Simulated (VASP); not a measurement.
# BN (F-43m) in VASP: further runs

Aim: see how the results for BN move with the level of theory and the settings. Levels: PBE, LDA. Tasks: single point.

All numbers are computed with VASP 6.6.1; they aren't measurements. Logs are shortened: lines on timing, memory, paths and dates and some standing lists are left out, and cuts for length are marked.

**1. The cell of the first run**

The structure is cubic, space group F-43m (No. 216). The conventional cell has a = 3.626 Å, b = 3.626 Å, c = 3.626 Å, α = 90.00°, β = 90.00°, γ = 90.00°. N (site symmetry -43m) has 4 B at 1.57 Å within 2.1 Å. Within 2.1 Å of B (site symmetry -43m) lie 4 N at 1.57 Å.

**2. Single point, PBE**

INCAR reads:

```
SYSTEM = BN
PREC = Accurate
ENCUT = 520
EDIFF = 1E-6
ISMEAR = -1
SIGMA = 0.03
LREAL = .FALSE.
LASPH = .TRUE.
NELM = 60
ALGO = Normal
ISIF = 2
LWAVE = .FALSE.
LCHARG = .FALSE.
GGA = PE
NBANDS = 11
```

KPOINTS reads:

```
Automatic mesh
0
G
  8 8 8
  0 0 0
```

POSCAR reads:

```
BN
1.0
    0.0000000000      1.8130010000      1.8130010000
    1.8130010000      0.0000000000      1.8130010000
    1.8130010000      1.8130010000      0.0000000000
N B
1 1
Direct
    0.2500000000      0.2500000000      0.2500000000
    0.0000000000      0.0000000000      0.0000000000
```

Potentials or basis: VASP PAW PBE potentials, release 64 (N, B).

On the command line:

```bash
> cat potpaw_PBE.64/N/POTCAR potpaw_PBE.64/B/POTCAR > POTCAR
> mpirun -np 1 vasp_std > vasp.out
```

OUTCAR:

```text
SYSTEM = BN
   PREC = Accurate
   ENCUT = 520
   EDIFF = 1E-6
   ISMEAR = -1
   LREAL = .FALSE.
   LASPH = .TRUE.
   NELM = 60
   ISIF = 2
   GGA = PE

 ion  position               nearest neighbor table
   1  0.250  0.250  0.250-   2 1.57   2 1.57   2 1.57   2 1.57
   2  0.000  0.000  0.000-   1 1.57   1 1.57   1 1.57   1 1.57

  LATTYP: Found a face centered cubic cell.
 ALAT       =     3.6260020000

  Lattice vectors:

 A1 = (   0.0000000000,   1.8130010000,   1.8130010000)
 A2 = (   1.8130010000,   0.0000000000,   1.8130010000)
 A3 = (   1.8130010000,   1.8130010000,   0.0000000000)

Analysis of symmetry for initial positions (statically):
=====================================================================
 Subroutine PRICEL returns:
 Original cell was already a primitive cell.

 Routine SETGRP: Setting up the symmetry group for a
 face centered cubic supercell.

 Subroutine GETGRP returns: Found 24 space group operations
 (whereof 24 operations were pure point group operations)
 out of a pool of 48 trial point group operations.

The static configuration has the point symmetry T_d .

Analysis of symmetry for dynamics (positions and initial velocities):
=====================================================================
 Subroutine PRICEL returns:
 Original cell was already a primitive cell.

 Routine SETGRP: Setting up the symmetry group for a
 face centered cubic supercell.

 Subroutine GETGRP returns: Found 24 space group operations
 (whereof 24 operations were pure point group operations)
 out of a pool of 48 trial point group operations.

The dynamic configuration has the point symmetry T_d .

 Subroutine INISYM returns: Found 24 space group operations
 (whereof 24 operations are pure point group operations),
 and found     1 'primitive' translations

----------------------------------------------------------------------------------------

                                     Primitive cell

  volume of cell :      11.9186

  direct lattice vectors                    reciprocal lattice vectors
     0.000000000  1.813001000  1.813001000    -0.275785838  0.275785838  0.275785838
     1.813001000  0.000000000  1.813001000     0.275785838 -0.275785838  0.275785838
     1.813001000  1.813001000  0.000000000     0.275785838  0.275785838 -0.275785838

  length of vectors
[... 87 lines left out ...]
   NFREE  =      0    steps in history (QN), initial steepest desc. (CG)
   ISIF   =      2    stress and relaxation
   ISYM   =      2    0-nonsym 1-usesym 2-fastsym
   POTIM  = 0.5000    time-step for ionic-motion
   TEBEG  =    0.0;   TEEND  =   0.0 temperature during run
   PSTRESS=    0.0 pullay stress
   NELECT =       8.0000    total number of electrons
   NUPDOWN=      -1.0000    fix difference up-down
   EMIN   =  10.00;   EMAX   =-10.00  energy-range for DOS
   EFERMI =   0.00;   METHOD = LEGACY
   ISMEAR =    -1;   SIGMA  =   0.03  broadening in eV -4-tet -1-fermi 0-gaus
   EFERMI_NEDOS =   21; number of points for ismear=-14 and -15
   IALGO  =     38    algorithm
   IMIX   =      4    mixing-type and parameters
     AMIX     =   0.40;   BMIX     =  1.00
     AMIX_MAG =   1.60;   BMIX_MAG =  1.00
  volume/ion in A,a.u.               =       5.96        40.22
  Fermi-wavevector in a.u.,A,eV,Ry     =   1.433387  2.708709 27.954506  2.054598
  Thomas-Fermi vector in A             =   2.552911
   LORBIT       =      0    0 simple, 1 ext, 2 COOP (PROOUT), +10 PAW based schemes
   GGA     = PE    functional components
   LHFCALC =     F    Hartree Fock is set to
   AEXX    =    0.0000 exact exchange contribution
   IVDW    =     0    specifies the selected vdW correction
   LEPSILON=     F    determine dielectric tensor
   LRPA    =     F    only Hartree local field effects (RPA)
 non-spin polarized calculation
  energy-cutoff  :      520.00
  volume of cell :       11.92
 maximum number of plane-waves:       332
   NGX =  9   NGY =  9   NGZ =  9

 number of electron       7.9999999 magnetization

 Free energy of the ion-electron system (eV)
  ---------------------------------------------------
  ext. energy  EPLUGINS =         0.00000000
  ---------------------------------------------------
  free energy    TOTEN  =       -17.45074349 eV

  energy without entropy =      -17.45074349  energy(sigma->0) =      -17.45074349

 E-fermi :   7.8897     XC(G=0): -12.7770

 val. band max:        7.2913106804   @ k =   0.0000   0.0000   0.0000
 cond. band min:      11.7407678132   @ k =   0.5000   0.5000   0.0000
 fundamental gap:      4.4494571327
 Fermi energy:         7.8896599161

 k-point     1 :       0.0000    0.0000    0.0000
  band No.  band energies     occupation
      1     -12.8362      2.00000
      2       7.2913      2.00000
      3       7.2913      2.00000
      4       7.2913      2.00000
      5      16.0676      0.00000
      6      16.0676      0.00000
      7      16.0676      0.00000
      8      17.4927      0.00000
      9      31.8725      0.00000
     10      34.9487      0.00000
     11      34.9487      0.00000
[... 309 lines left out ...]
 k-point    24 :      -0.3750    0.2500    0.1250
  band No.  band energies     occupation
      1      -7.9668      2.00000
      2      -2.3277      2.00000
      3       2.4999      2.00000
      4       3.8737      2.00000
      5      16.8446      0.00000
      6      18.3807      0.00000
      7      21.5433      0.00000
      8      22.9465      0.00000
      9      26.6588      0.00000
     10      32.9765      0.00000
     11      34.6245      0.00000

 [... further k-points ...]

------------------------ aborting loop because EDIFF is reached ----------------------------------------

  FORCE on cell =-STRESS in cart. coord.  units (eV):
  Direction    XX          YY          ZZ          XY          YZ          ZX
  --------------------------------------------------------------------------------------
  -------------------------------------------------------------------------------------
  Total       -0.0117641     -0.0117641     -0.0117641      0.0000000      0.0000000      0.0000000
  in kB       -1.5814131     -1.5814131     -1.5814131      0.0000000      0.0000000      0.0000000
  external PRESSURE =      -1.5814131 kB  Pullay stress =       0.0000000 kB

 VOLUME and BASIS-vectors are now :
 -----------------------------------------------------------------------------
  energy-cutoff  :      520.00
  volume of cell :       11.92
      direct lattice vectors                 reciprocal lattice vectors
     0.000000000  1.813001000  1.813001000    -0.275785838  0.275785838  0.275785838
     1.813001000  0.000000000  1.813001000     0.275785838 -0.275785838  0.275785838
     1.813001000  1.813001000  0.000000000     0.275785838  0.275785838 -0.275785838

 POSITION                                       TOTAL-FORCE (eV/Angst)
 -----------------------------------------------------------------------------------
      0.90650      0.90650      0.90650         0.000000      0.000000      0.000000
      0.00000      0.00000      0.00000        -0.000000     -0.000000     -0.000000
 -----------------------------------------------------------------------------------
    total drift:                                0.000000      0.000000      0.000000

  FREE ENERGIE OF THE ION-ELECTRON SYSTEM (eV)
  ---------------------------------------------------
  free  energy   TOTEN  =       -17.4507434885 eV

  energy  without entropy=      -17.4507434885  energy(sigma->0) =      -17.45074349
```

stdout:

```text
POSCAR found type information on POSCAR N B
 POSCAR found :  2 types and       2 ions
 scaLAPACK will be used
 LDA part: xc-table for (Slater+PW92), standard interpolation
 POSCAR, INCAR and KPOINTS ok, starting setup
 FFT: planning ... GRIDC
 FFT: planning ... GRID_SOFT
 FFT: planning ... GRID
 WAVECAR not read
 entering main loop
```

Run time: 5.8 s. Hardware: 1 thread of Intel Xeon Platinum 8375C at 2.90GHz (Ice Lake), shared host; peak memory 0.12 GiB.

Results:

```
Free energy            : -17.4507 eV
Pressure               : -0.2 GPa
Band gap on the k mesh : 4.45 eV, indirect (least direct gap 8.78 eV)
```

**3. Single point, LDA**

INCAR reads:

```
SYSTEM = BN
PREC = Accurate
ENCUT = 520
EDIFF = 1E-6
ISMEAR = 0
SIGMA = 0.05
LREAL = .False.
LASPH = .True.
NELM = 60
ALGO = Normal
ISIF = 2
LWAVE = .False.
LCHARG = .False.
GGA = CA
NBANDS = 11
```

KPOINTS reads:

```
Automatic mesh
0
Gamma
  9 9 9
  0 0 0
```

POSCAR is that of step 2.

Potentials or basis: VASP PAW LDA potentials, release 64 (N, B).

On the command line:

```bash
> cat potpaw_LDA.64/N/POTCAR potpaw_LDA.64/B/POTCAR > POTCAR
> mpirun -np 1 vasp_std > vasp.out
```

OUTCAR:

```text
SYSTEM = BN
   PREC = Accurate
   ENCUT = 520
   EDIFF = 1E-6
   ISMEAR = 0
   LREAL = .False.
   LASPH = .True.
   NELM = 60
   ISIF = 2
   GGA = CA

 ion  position               nearest neighbor table
   1  0.250  0.250  0.250-   2 1.57   2 1.57   2 1.57   2 1.57
   2  0.000  0.000  0.000-   1 1.57   1 1.57   1 1.57   1 1.57

  LATTYP: Found a face centered cubic cell.
 ALAT       =     3.6260020000

  Lattice vectors:

 A1 = (   0.0000000000,   1.8130010000,   1.8130010000)
 A2 = (   1.8130010000,   0.0000000000,   1.8130010000)
 A3 = (   1.8130010000,   1.8130010000,   0.0000000000)

Analysis of symmetry for initial positions (statically):
=====================================================================
 Subroutine PRICEL returns:
 Original cell was already a primitive cell.

 Routine SETGRP: Setting up the symmetry group for a
 face centered cubic supercell.

 Subroutine GETGRP returns: Found 24 space group operations
 (whereof 24 operations were pure point group operations)
 out of a pool of 48 trial point group operations.

The static configuration has the point symmetry T_d .

Analysis of symmetry for dynamics (positions and initial velocities):
=====================================================================
 Subroutine PRICEL returns:
 Original cell was already a primitive cell.

 Routine SETGRP: Setting up the symmetry group for a
 face centered cubic supercell.

 Subroutine GETGRP returns: Found 24 space group operations
 (whereof 24 operations were pure point group operations)
 out of a pool of 48 trial point group operations.

The dynamic configuration has the point symmetry T_d .

 Subroutine INISYM returns: Found 24 space group operations
 (whereof 24 operations are pure point group operations),
 and found     1 'primitive' translations

----------------------------------------------------------------------------------------

                                     Primitive cell

  volume of cell :      11.9186

[... 115 lines left out ...]
   AEXX    =    0.0000 exact exchange contribution
   IVDW    =     0    specifies the selected vdW correction
   LEPSILON=     F    determine dielectric tensor
   LRPA    =     F    only Hartree local field effects (RPA)
 non-spin polarized calculation
 Gauss-broadening in eV      SIGMA  =   0.05
  energy-cutoff  :      520.00
  volume of cell :       11.92
 maximum number of plane-waves:       331
   NGX =  9   NGY =  9   NGZ =  9

 number of electron       8.0000000 magnetization

 Free energy of the ion-electron system (eV)
  ---------------------------------------------------
  ext. energy  EPLUGINS =         0.00000000
  ---------------------------------------------------
  free energy    TOTEN  =       -19.39671291 eV

  energy without entropy =      -19.39671291  energy(sigma->0) =      -19.39671291

 E-fermi :   7.6169     XC(G=0): -13.0611

 val. band max:        7.2751383022   @ k =   0.0000   0.0000   0.0000
 cond. band min:      11.7616706741   @ k =   0.4444   0.4444   0.0000
 fundamental gap:      4.4865323719
 Fermi energy:         7.6169073317

 k-point     1 :       0.0000    0.0000    0.0000
  band No.  band energies     occupation
      1     -12.6913      2.00000
      2       7.2751      2.00000
      3       7.2751      2.00000
      4       7.2751      2.00000
      5      15.9157      0.00000
      6      15.9157      0.00000
      7      15.9157      0.00000
      8      17.5679      0.00000
      9      31.5935      0.00000
     10      34.9510      0.00000
     11      34.9510      0.00000
[... 309 lines left out ...]
 k-point    24 :       0.4444    0.4444    0.0000
  band No.  band energies     occupation
      1      -7.4670      2.00000
      2      -1.0966      2.00000
      3       2.4916      2.00000
      4       2.4916      2.00000
      5      11.7617      0.00000
      6      16.4783      0.00000
      7      24.5314      0.00000
      8      24.5314      0.00000
      9      27.4344      0.00000
     10      34.0637      0.00000
     11      40.8600      0.00000

 [... further k-points ...]

------------------------ aborting loop because EDIFF is reached ----------------------------------------

  FORCE on cell =-STRESS in cart. coord.  units (eV):
  Direction    XX          YY          ZZ          XY          YZ          ZX
  --------------------------------------------------------------------------------------
  -------------------------------------------------------------------------------------
  Total       -0.9921870     -0.9921870     -0.9921870      0.0000000      0.0000000      0.0000000
  in kB     -133.3767086   -133.3767086   -133.3767086      0.0000000      0.0000000      0.0000000
  external PRESSURE =    -133.3767086 kB  Pullay stress =       0.0000000 kB

 VOLUME and BASIS-vectors are now :
 -----------------------------------------------------------------------------
  energy-cutoff  :      520.00
  volume of cell :       11.92
      direct lattice vectors                 reciprocal lattice vectors
     0.000000000  1.813001000  1.813001000    -0.275785838  0.275785838  0.275785838
     1.813001000  0.000000000  1.813001000     0.275785838 -0.275785838  0.275785838
     1.813001000  1.813001000  0.000000000     0.275785838  0.275785838 -0.275785838

 POSITION                                       TOTAL-FORCE (eV/Angst)
 -----------------------------------------------------------------------------------
      0.90650      0.90650      0.90650         0.000000      0.000000      0.000000
      0.00000      0.00000      0.00000        -0.000000     -0.000000     -0.000000
 -----------------------------------------------------------------------------------
    total drift:                               -0.000000     -0.000000     -0.000000

  FREE ENERGIE OF THE ION-ELECTRON SYSTEM (eV)
  ---------------------------------------------------
  free  energy   TOTEN  =       -19.3967129108 eV

  energy  without entropy=      -19.3967129108  energy(sigma->0) =      -19.39671291
```

OSZICAR:

```text
N       E                     dE             d eps       ncg     rms          rms(c)
DAV:   1     0.707882976408E+01    0.70788E+01   -0.51014E+03   794   0.724E+02
DAV:   2    -0.200363486785E+02   -0.27115E+02   -0.26369E+02   914   0.150E+02
DAV:   3    -0.205101725995E+02   -0.47382E+00   -0.47303E+00   896   0.160E+01
DAV:   4    -0.205106490051E+02   -0.47641E-03   -0.47640E-03   836   0.633E-01
DAV:   5    -0.205106494723E+02   -0.46714E-06   -0.46714E-06   866   0.187E-02    0.645E+00
DAV:   6    -0.195332249494E+02    0.97742E+00   -0.32715E+00   773   0.101E+01    0.305E+00
DAV:   7    -0.194283038375E+02    0.10492E+00   -0.77735E-02   878   0.229E+00    0.176E+00
DAV:   8    -0.193968885525E+02    0.31415E-01   -0.44326E-02   848   0.142E+00    0.172E-01
DAV:   9    -0.193967290965E+02    0.15946E-03   -0.94796E-04   833   0.261E-01    0.821E-02
DAV:  10    -0.193967124212E+02    0.16675E-04   -0.47969E-05   872   0.635E-02    0.143E-02
DAV:  11    -0.193967129108E+02   -0.48959E-06   -0.12143E-06   541   0.778E-03
   1 F= -.19396713E+02 E0= -.19396713E+02  d E =-.593545E-24
```

Run time: 6.7 s. Hardware: 1 thread of Intel Xeon Platinum 8375C at 2.90GHz (Ice Lake), shared host; peak memory 0.11 GiB.

What came out:

```yaml
Free_energy: -19.3967 eV
Pressure: -13.3 GPa
Band_gap_on_the_k_mesh: 4.49 eV, indirect (least direct gap 8.64 eV)
```

Levels at points of the mesh, in eV from the valence-band top:
```
           k point  band 1  band 2  band 3  band 4  band 5  band 6  band 7  band 8  band 9
(0.00, 0.00, 0.00)  -19.97    0.00    0.00    0.00    8.64    8.64    8.64   10.29   24.32
```

A k mesh can miss the band edges. A hybrid or GW would open this gap; LDA tends to underestimate it.

**4. Single point, LDA**

INCAR reads:

```
SYSTEM = BN
PREC = Accurate ; ENCUT = 520
EDIFF = 1E-6 ; ISMEAR = 0
SIGMA = 0.05 ; LREAL = .FALSE.
LASPH = .TRUE. ; NELM = 100
ALGO = Normal ; ISIF = 2
LWAVE = .FALSE. ; LCHARG = .FALSE.
NBANDS = 11
```

KPOINTS reads:

```
Automatic mesh
0
G
  11 11 11
  0 0 0
```

POSCAR is that of step 3.

On the command line:

```bash
> cat potpaw_LDA.64/N/POTCAR potpaw_LDA.64/B/POTCAR > POTCAR
> mpirun -np 1 vasp_std > vasp.out
```

Wall time 6.3 s (1 thread of Intel Xeon Platinum 8375C at 2.90GHz (Ice Lake), shared host); peak memory 0.11 GiB.

It converged, with:

| Item | Value |
| --- | --- |
| Free energy | -19.3968 eV |
| Pressure | -13.3 GPa |
| Band gap on the k mesh | 4.44 eV, indirect (least direct gap 8.64 eV) |

Levels at points of the mesh, in eV from the valence-band top:
| k point | band 2 | band 3 | band 4 | band 5 | band 6 | band 7 |
| --- | --- | --- | --- | --- | --- | --- |
| (0.00, 0.00, 0.00) | 0.00 | 0.00 | 0.00 | 8.64 | 8.64 | 8.64 |

A k mesh can miss the band edges. A hybrid or GW would open this gap; LDA tends to underestimate it.

**5. Single point, PBE**

INCAR reads:

```
SYSTEM = BN
PREC = Accurate
ENCUT = 520
EDIFF = 1E-6
ISMEAR = 0
SIGMA = 0.05
LREAL = .False.
LASPH = .True.
NELM = 60
ALGO = Normal
ISIF = 2
LWAVE = .False.
LCHARG = .True.
GGA = PE
LELF = .True.
LVHAR = .True.
NBANDS = 11
```

KPOINTS reads:

```
regular mesh
0
Gamma
  11 11 11
  0 0 0
```

POSCAR is that of step 4.

Potentials or basis: VASP PAW PBE potentials, release 64 (N, B).

On the command line:

```bash
> cat potpaw_PBE.64/N/POTCAR potpaw_PBE.64/B/POTCAR > POTCAR
> mpirun -np 1 vasp_std > vasp.out
```

It took 9.5 s on 1 thread of Intel Xeon Platinum 8375C at 2.90GHz (Ice Lake), shared host; peak memory 0.12 GiB.

The run converged. Its results:

* Free energy: -17.4510 eV
* Pressure: -0.2 GPa
* Band gap on the k mesh: 4.55 eV, indirect (least direct gap 8.78 eV)

Levels at points of the mesh, in eV from the valence-band top:
| k point | band 1 | band 2 | band 3 | band 4 | band 5 | band 6 | band 7 | band 8 |
| --- | --- | --- | --- | --- | --- | --- | --- | --- |
| (0.00, 0.00, 0.00) | -20.13 | 0.00 | 0.00 | 0.00 | 8.78 | 8.78 | 8.78 | 10.20 |

A k mesh can miss the band edges.

**6. Overview**

| level | potentials or basis | k mesh | smearing | gap on the mesh (eV) | pressure (GPa) |
| --- | --- | --- | --- | --- | --- |
| PBE | VASP PAW PBE potentials, release 64 (N, B) | 8 × 8 × 8 | fermi-dirac 0.03 eV | 4.45 | -0.2 |
| LDA | VASP PAW LDA potentials, release 64 (N, B) | 9 × 9 × 9 | gaussian 0.05 eV | 4.49 | -13.3 |
| LDA | VASP PAW LDA potentials, release 64 (N, B) | 11 × 11 × 11 | gaussian 0.05 eV | 4.44 | -13.3 |
| PBE | VASP PAW PBE potentials, release 64 (N, B) | 11 × 11 × 11 | gaussian 0.05 eV | 4.55 | -0.2 |

Alike in all rows: task single point; no spin polarisation; cell as given; cutoff (eV) 520.

Absolute energies hang on the potentials; compare differences alone.
